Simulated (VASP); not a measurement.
Wanted: the native input for a VASP 6.6.1 run.

```yaml
Task: relaxation of the atoms
Functional: LDA
Potentials_or_basis: VASP PAW LDA potentials, release 64 (Si, C)
Cutoff: 520 eV
k_mesh: 12 × 12 × 6
Occupations: gaussian, width 0.05 eV
Spin: no spin polarisation
Dipole_correction: no
Further_INCAR_settings: ALGO = Normal; EDIFF = 1e-06; IBRION = 2; EDIFFG = -0.01; NSW = 50
```

The structure of SiC lies in POSCAR:

```
SiC
1.0
    3.1355698038      0.0000000000      0.0000000000
   -1.5677849019      2.7154831055      0.0000000000
    0.0000000000      0.0000000000      5.1464622868
Si C
2 2
Direct
    0.3333333333      0.6666666667      0.0046041256
    0.6666666667      0.3333333333      0.5046041256
    0.3333333333      0.6666666667      0.3803958744
    0.6666666667      0.3333333333      0.8803958744
```

One way to write it, as run:

INCAR

```
SYSTEM = SiC
  PREC = Accurate
  ENCUT = 520
  EDIFF = 1E-6
  ISMEAR = 0
  SIGMA = 0.05
  LREAL = .False.
  LASPH = .True.
  NELM = 80
  ALGO = Normal
  ISIF = 2
  LWAVE = .False.
  LCHARG = .False.
  IBRION = 2
  NSW = 50
  EDIFFG = -0.01
```

KPOINTS

```
Automatic mesh
0
Gamma
  12 12 6
  0 0 0
```

Potentials or basis: VASP PAW LDA potentials, release 64 (Si, C).

The run is started by

```sh
$ cat potpaw_LDA.64/Si/POTCAR potpaw_LDA.64/C/POTCAR > POTCAR
$ mpirun -np 1 vasp_std > vasp.out
```

Results of the run:

The energy gained by relaxing is 0.0 meV/atom, the ionic steps are 2 and the pressure after relaxing is -14.9 GPa. The largest force after relaxing is 0.007 eV/Å and the band gap on the k mesh is 2.25 eV (least direct gap 3.76 eV).

It took 46 s on 1 thread of Intel Xeon 8259CL (shared host), peak memory 0.16 GiB.
